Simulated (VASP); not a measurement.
# Pt (Fmmm) in VASP: a series of runs

Runs on Pt. Level: LDA. Tasks: single point.

Program: VASP 6.6.1. These are calculated values, not measurements. Logs are shortened: lines on timing, memory, paths and dates and some standing lists are left out, and cuts for length are marked.

### Step 1. The cell of the first run

The structure is orthorhombic, space group Fmmm (No. 69). The conventional cell has a = 3.465 Å, b = 3.757 Å, c = 3.894 Å, α = 90.00°, β = 90.00°, γ = 90.00°. Within 3.5 Å of Pt (site symmetry mmm) lie 14 Pt at 2.56 to 3.47 Å.

### Step 2. Single point, LDA (normal strain along x -0.1100, normal strain along z -0.0350)

File INCAR:

```
ALGO = Fast ; EDIFF = 1E-6
ENCUT = 520 ; GGA = CA
ISIF = 2 ; ISMEAR = 0
LASPH = True ; LCHARG = False
LREAL = False ; LWAVE = False
NBANDS = 11 ; NELM = 100
PREC = Accurate ; SIGMA = 0.15
```

File KPOINTS:

```
k-points
0
Gamma
  20 20 20
```

File POSCAR:

```
Pt
1.0
    0.0000000000      1.9468328700      1.8786937196
    1.7326812543      0.0000000000      1.8786937196
    1.7326812543      1.9468328700      0.0000000000
Pt
1
Direct
    0.0000000000      0.0000000000      0.0000000000
```

Potentials or basis: VASP PAW LDA potentials, release 64 (Pt).

Command:

```sh
> cat potpaw_LDA.64/Pt/POTCAR > POTCAR
> mpirun -np 1 vasp_std > vasp.out
```

OUTCAR:

```text
EDIFF = 1E-6
   ENCUT = 520
   GGA = CA
   ISIF = 2
   ISMEAR = 0
   LASPH = True
   LREAL = False
   NELM = 100
   PREC = Accurate

 ion  position               nearest neighbor table
   1  0.000  0.000  0.000-

  LATTYP: Found a face centered orthorhombic cell.
 ALAT       =     3.4653625086
 B/A-ratio  =     1.0842696630
 C/A-ratio  =     1.1235955056

  Lattice vectors:

 A1 = (   0.0000000000,   1.9468328700,  -1.8786937196)
 A2 = (   1.7326812543,   1.9468328700,   0.0000000000)
 A3 = (   1.7326812543,   0.0000000000,  -1.8786937196)

Analysis of symmetry for initial positions (statically):
=====================================================================
 Subroutine PRICEL returns:
 Original cell was already a primitive cell.

 Routine SETGRP: Setting up the symmetry group for a
 face centered orthorhombic supercell.

 Subroutine GETGRP returns: Found  8 space group operations
 (whereof  8 operations were pure point group operations)
 out of a pool of  8 trial point group operations.

The static configuration has the point symmetry D_2h.

Analysis of symmetry for dynamics (positions and initial velocities):
=====================================================================
 Subroutine PRICEL returns:
 Original cell was already a primitive cell.

 Routine SETGRP: Setting up the symmetry group for a
 face centered orthorhombic supercell.

 Subroutine GETGRP returns: Found  8 space group operations
 (whereof  8 operations were pure point group operations)
 out of a pool of  8 trial point group operations.

The dynamic configuration has the point symmetry D_2h.

 Subroutine INISYM returns: Found  8 space group operations
 (whereof  8 operations are pure point group operations),
 and found     1 'primitive' translations

----------------------------------------------------------------------------------------

                                     Primitive cell

  volume of cell :      12.6746

  direct lattice vectors                    reciprocal lattice vectors
     0.000000000  1.946832870  1.878693720    -0.288570098  0.256827388  0.266142371
     1.732681254  0.000000000  1.878693720     0.288570098 -0.256827388  0.266142371
     1.732681254  1.946832870  0.000000000     0.288570098  0.256827388 -0.266142371

  length of vectors
     2.705484858  2.555714073  2.606212300     0.469110616  0.469110616  0.469110616
[... 79 lines left out ...]
   EDIFF  = 0.1E-05   stopping-criterion for ELM
   LREAL  =      F    real-space projection
   EDIFFG = 0.1E-04   stopping-criterion for IOM
   NSW    =      0    number of steps for IOM
   IBRION =     -1    ionic relax: 0-MD 1-quasi-New 2-CG
   NFREE  =      0    steps in history (QN), initial steepest desc. (CG)
   ISIF   =      2    stress and relaxation
   ISYM   =      2    0-nonsym 1-usesym 2-fastsym
   POTIM  = 0.5000    time-step for ionic-motion
   TEBEG  =    0.0;   TEEND  =   0.0 temperature during run
   PSTRESS=    0.0 pullay stress
   NELECT =      10.0000    total number of electrons
   NUPDOWN=      -1.0000    fix difference up-down
   EMIN   =  10.00;   EMAX   =-10.00  energy-range for DOS
   EFERMI =   0.00;   METHOD = LEGACY
   ISMEAR =     0;   SIGMA  =   0.15  broadening in eV -4-tet -1-fermi 0-gaus
   EFERMI_NEDOS =   21; number of points for ismear=-14 and -15
   IALGO  =     68    algorithm
   IMIX   =      4    mixing-type and parameters
     AMIX     =   0.40;   BMIX     =  1.00
     AMIX_MAG =   1.60;   BMIX_MAG =  1.00
  volume/ion in A,a.u.               =      12.67        85.53
  Fermi-wavevector in a.u.,A,eV,Ry     =   1.512738  2.858660 31.135250  2.288376
  Thomas-Fermi vector in A             =   2.622622
   LORBIT       =      0    0 simple, 1 ext, 2 COOP (PROOUT), +10 PAW based schemes
   GGA     = CA    functional components
   LHFCALC =     F    Hartree Fock is set to
   AEXX    =    0.0000 exact exchange contribution
   IVDW    =     0    specifies the selected vdW correction
   LEPSILON=     F    determine dielectric tensor
   LRPA    =     F    only Hartree local field effects (RPA)
 non-spin polarized calculation
 RMM-DIIS sequential band-by-band and
 Gauss-broadening in eV      SIGMA  =   0.15
  energy-cutoff  :      520.00
  volume of cell :       12.67
 maximum number of plane-waves:       353
   NGX =  9   NGY =  9   NGZ =  9

 number of electron      10.0000000 magnetization

 number of electron       9.9999998 magnetization

 Free energy of the ion-electron system (eV)
  ---------------------------------------------------
  ext. energy  EPLUGINS =         0.00000000
  ---------------------------------------------------
  free energy    TOTEN  =        -7.06461587 eV

  energy without entropy =       -7.05001027  energy(sigma->0) =       -7.05731307

 E-fermi :  14.8254     XC(G=0): -14.7106

 val. band max:       14.8249917181   @ k =  -0.1500   0.2500   0.2500
 cond. band min:      14.8258457627   @ k =  -0.2500   0.3500   0.2000
 fundamental gap:      0.0008540447
 Fermi energy:        14.8254330999

 k-point     1 :       0.0000    0.0000    0.0000
  band No.  band energies     occupation
      1       2.5305      2.00000
      2       9.1590      2.00000
      3       9.7525      2.00000
      4      10.8304      2.00000
      5      11.7465      2.00000
      6      13.5251      2.00000
      7      28.9774      0.00000
      8      33.0818      0.00000
      9      34.1385      0.00000
     10      37.2787      0.00000
     11      41.2255      0.00000
[... 309 lines left out ...]
 k-point    24 :      -0.3500    0.0500    0.0000
  band No.  band energies     occupation
      1       5.6258      2.00000
      2       9.2055      2.00000
      3      10.7977      2.00000
      4      11.1124      2.00000
      5      13.7536      2.00000
      6      14.7748      1.36705
      7      25.3680      0.00000
      8      29.6305      0.00000
      9      35.7063      0.00000
     10      38.1821      0.00000
     11      41.5291      0.00000

 [... further k-points ...]
[... 5 lines left out ...]
  --------------------------------------------------------------------------------------
  -------------------------------------------------------------------------------------
  Total        6.4021468      4.9586771      5.9239748      0.0000000      0.0000000     -0.0000000
  in kB      809.2875939    626.8203448    748.8424506      0.0000000      0.0000000     -0.0000000
  external PRESSURE =     728.3167964 kB  Pullay stress =       0.0000000 kB

 VOLUME and BASIS-vectors are now :
 -----------------------------------------------------------------------------
  energy-cutoff  :      520.00
  volume of cell :       12.67
      direct lattice vectors                 reciprocal lattice vectors
     0.000000000  1.946832870  1.878693720    -0.288570098  0.256827388  0.266142371
     1.732681254  0.000000000  1.878693720     0.288570098 -0.256827388  0.266142371
     1.732681254  1.946832870  0.000000000     0.288570098  0.256827388 -0.266142371

 POSITION                                       TOTAL-FORCE (eV/Angst)
 -----------------------------------------------------------------------------------
      0.00000      0.00000      0.00000         0.000000     -0.000000      0.000000
 -----------------------------------------------------------------------------------
    total drift:                                0.000000     -0.000000     -0.000000

  FREE ENERGIE OF THE ION-ELECTRON SYSTEM (eV)
  ---------------------------------------------------
  free  energy   TOTEN  =        -7.0646158655 eV

  energy  without entropy=       -7.0500102736  energy(sigma->0) =       -7.05731307
```

stdout:

```text
POSCAR found type information on POSCAR Pt
 POSCAR found :  1 types and       1 ions
 scaLAPACK will be used
 LDA part: xc-table for (Slater(with rela. corr.)+CA(PZ))
 , standard interpolation
 POSCAR, INCAR and KPOINTS ok, starting setup
 FFT: planning ... GRIDC
 FFT: planning ... GRID_SOFT
 FFT: planning ... GRID
 WAVECAR not read
 entering main loop
```

Wall time 3.5 min (1 thread of Intel Xeon 8259CL, shared host); peak memory 0.27 GiB.

What came out:

```yaml
Free_energy: -7.0646 eV
Pressure: 72.8 GPa
Band_gap_on_the_k_mesh: zero (bands 5 and 6 overlap by 3.70 eV)
```

Stress tensor (GPa, compression positive):
```
80.93  0.00  0.00
 0.00 62.68  0.00
 0.00  0.00 74.88
```

Caveat: the cell differs from its parent crystal (normal strain along x -0.1100, normal strain along z -0.0350); the stress differs along the axes, from 63 to 81 GPa; spin-orbit coupling is left out, which moves the levels of the heavy elements.

### Step 3. Single point, LDA (normal strain along x -0.1100, normal strain along z -0.0175)

File INCAR:

```
  PREC = Accurate
  ENCUT = 520
  EDIFF = 1E-6
  ISMEAR = 0
  SIGMA = 0.15
  LREAL = False
  LASPH = True
  NELM = 60
  ALGO = Fast
  ISIF = 2
  LWAVE = False
  LCHARG = False
  GGA = CA
  NBANDS = 11
```

File KPOINTS:

```
regular mesh
0
Gamma
  20 20 20
```

File POSCAR:

```
Pt
1.0
    0.0000000000      1.9468328700      1.9127632948
    1.7326812543      0.0000000000      1.9127632948
    1.7326812543      1.9468328700      0.0000000000
Pt
1
Direct
    0.0000000000      0.0000000000      0.0000000000
```

Potentials or basis: VASP PAW LDA potentials, release 64 (Pt).

Command:

```sh
> cat potpaw_LDA.64/Pt/POTCAR > POTCAR
> mpirun -np 1 vasp_std > vasp.out
```

OUTCAR:

```text
PREC = Accurate
   ENCUT = 520
   EDIFF = 1E-6
   ISMEAR = 0
   LREAL = False
   LASPH = True
   NELM = 60
   ISIF = 2
   GGA = CA

 ion  position               nearest neighbor table
   1  0.000  0.000  0.000-

  LATTYP: Found a face centered orthorhombic cell.
 ALAT       =     3.4653625086
 B/A-ratio  =     1.1039325843
 C/A-ratio  =     1.1235955056

  Lattice vectors:

 A1 = (   0.0000000000,   1.9468328700,  -1.9127632948)
 A2 = (   1.7326812543,   1.9468328700,   0.0000000000)
 A3 = (   1.7326812543,   0.0000000000,  -1.9127632948)

Analysis of symmetry for initial positions (statically):
=====================================================================
 Subroutine PRICEL returns:
 Original cell was already a primitive cell.

 Routine SETGRP: Setting up the symmetry group for a
 face centered orthorhombic supercell.

 Subroutine GETGRP returns: Found  8 space group operations
 (whereof  8 operations were pure point group operations)
 out of a pool of  8 trial point group operations.

The static configuration has the point symmetry D_2h.

Analysis of symmetry for dynamics (positions and initial velocities):
=====================================================================
 Subroutine PRICEL returns:
 Original cell was already a primitive cell.

 Routine SETGRP: Setting up the symmetry group for a
 face centered orthorhombic supercell.

 Subroutine GETGRP returns: Found  8 space group operations
 (whereof  8 operations were pure point group operations)
 out of a pool of  8 trial point group operations.

The dynamic configuration has the point symmetry D_2h.

 Subroutine INISYM returns: Found  8 space group operations
 (whereof  8 operations are pure point group operations),
 and found     1 'primitive' translations

----------------------------------------------------------------------------------------

[... 109 lines left out ...]
     AMIX     =   0.40;   BMIX     =  1.00
     AMIX_MAG =   1.60;   BMIX_MAG =  1.00
  volume/ion in A,a.u.               =      12.90        87.08
  Fermi-wavevector in a.u.,A,eV,Ry     =   1.503703  2.841586 30.764429  2.261122
  Thomas-Fermi vector in A             =   2.614778
   LORBIT       =      0    0 simple, 1 ext, 2 COOP (PROOUT), +10 PAW based schemes
   GGA     = CA    functional components
   LHFCALC =     F    Hartree Fock is set to
   AEXX    =    0.0000 exact exchange contribution
   IVDW    =     0    specifies the selected vdW correction
   LEPSILON=     F    determine dielectric tensor
   LRPA    =     F    only Hartree local field effects (RPA)
 non-spin polarized calculation
 RMM-DIIS sequential band-by-band and
 Gauss-broadening in eV      SIGMA  =   0.15
  energy-cutoff  :      520.00
  volume of cell :       12.90
 maximum number of plane-waves:       359
   NGX = 11   NGY =  9   NGZ =  9

 number of electron      10.0000000 magnetization

 Free energy of the ion-electron system (eV)
  ---------------------------------------------------
  ext. energy  EPLUGINS =         0.00000000
  ---------------------------------------------------
  free energy    TOTEN  =        -7.16226370 eV

  energy without entropy =       -7.14740448  energy(sigma->0) =       -7.15483409

 E-fermi :  14.3978     XC(G=0): -14.6029

 val. band max:       14.3968294749   @ k =  -0.3500   0.2500   0.1500
 cond. band min:      14.4002276555   @ k =  -0.3500   0.2000   0.1000
 fundamental gap:      0.0033981806
 Fermi energy:        14.3978254078

 k-point     1 :       0.0000    0.0000    0.0000
  band No.  band energies     occupation
      1       2.3420      2.00000
      2       9.0183      2.00000
      3       9.3079      2.00000
      4      10.6097      2.00000
      5      11.3861      2.00000
      6      13.1428      2.00000
      7      28.6764      0.00000
      8      32.8488      0.00000
      9      33.3520      0.00000
     10      37.0369      0.00000
     11      40.7588      0.00000
[... 309 lines left out ...]
 k-point    24 :      -0.3500    0.0500   -0.0000
  band No.  band energies     occupation
      1       5.4273      2.00000
      2       8.9081      2.00000
      3      10.5327      2.00000
      4      10.8199      2.00000
      5      13.3548      2.00000
      6      14.4008      0.97739
      7      24.7935      0.00000
      8      29.2085      0.00000
      9      35.0181      0.00000
     10      37.7253      0.00000
     11      40.7229      0.00000

 [... further k-points ...]
[... 5 lines left out ...]
  --------------------------------------------------------------------------------------
  -------------------------------------------------------------------------------------
  Total        5.5603153      4.4097238      4.8871055      0.0000000      0.0000000     -0.0000000
  in kB      690.3533380    547.4990861    606.7694717      0.0000000      0.0000000     -0.0000000
  external PRESSURE =     614.8739653 kB  Pullay stress =       0.0000000 kB

 VOLUME and BASIS-vectors are now :
 -----------------------------------------------------------------------------
  energy-cutoff  :      520.00
  volume of cell :       12.90
      direct lattice vectors                 reciprocal lattice vectors
     0.000000000  1.946832870  1.912763295    -0.288570098  0.256827388  0.261401921
     1.732681254  0.000000000  1.912763295     0.288570098 -0.256827388  0.261401921
     1.732681254  1.946832870  0.000000000     0.288570098  0.256827388 -0.261401921

 POSITION                                       TOTAL-FORCE (eV/Angst)
 -----------------------------------------------------------------------------------
      0.00000      0.00000      0.00000        -0.000000      0.000000      0.000000
 -----------------------------------------------------------------------------------
    total drift:                               -0.000000      0.000000      0.000000

  FREE ENERGIE OF THE ION-ELECTRON SYSTEM (eV)
  ---------------------------------------------------
  free  energy   TOTEN  =        -7.1622636974 eV

  energy  without entropy=       -7.1474044831  energy(sigma->0) =       -7.15483409
```

OSZICAR:

```text
N       E                     dE             d eps       ncg     rms          rms(c)
DAV:   1     0.404870759243E+02    0.40487E+02   -0.54619E+03 26044   0.860E+02
DAV:   2    -0.695480249224E+01   -0.47442E+02   -0.45834E+02 29576   0.186E+02
DAV:   3    -0.755744229833E+01   -0.60264E+00   -0.60025E+00 30204   0.200E+01
DAV:   4    -0.755959186105E+01   -0.21496E-02   -0.21494E-02 29991   0.139E+00
DAV:   5    -0.755960600408E+01   -0.14143E-04   -0.14143E-04 30418   0.102E-01    0.209E+01
RMM:   6    -0.723368006828E+01    0.32593E+00   -0.22744E-01 25853   0.414E+00    0.112E+01
RMM:   7    -0.716739822235E+01    0.66282E-01   -0.78615E-02 27227   0.254E+00    0.252E+00
RMM:   8    -0.716233724957E+01    0.50610E-02   -0.11037E-02 27776   0.986E-01    0.485E-01
RMM:   9    -0.716224857940E+01    0.88670E-04   -0.73515E-04 30545   0.222E-01    0.769E-02
RMM:  10    -0.716226066552E+01   -0.12086E-04   -0.12145E-04 30410   0.829E-02    0.909E-02
RMM:  11    -0.716226603647E+01   -0.53709E-05   -0.27687E-05 29599   0.431E-02    0.628E-02
RMM:  12    -0.716226414244E+01    0.18940E-05   -0.33680E-06 27629   0.149E-02    0.426E-02
RMM:  13    -0.716226369743E+01    0.44501E-06   -0.57144E-07 19331   0.541E-03
   1 F= -.71622637E+01 E0= -.71548341E+01  d E =-.148592E-01
```

It took 4 min on 1 thread of Intel Xeon 8259CL, shared host; peak memory 0.27 GiB.

Results:

* Free energy: -7.1623 eV
* Pressure: 61.5 GPa
* Band gap on the k mesh: zero (bands 5 and 6 overlap by 3.51 eV)

Caveat: the cell differs from its parent crystal (normal strain along x -0.1100, normal strain along z -0.0175); the stress differs along the axes, from 55 to 69 GPa; spin-orbit coupling is left out, which moves the levels of the heavy elements.
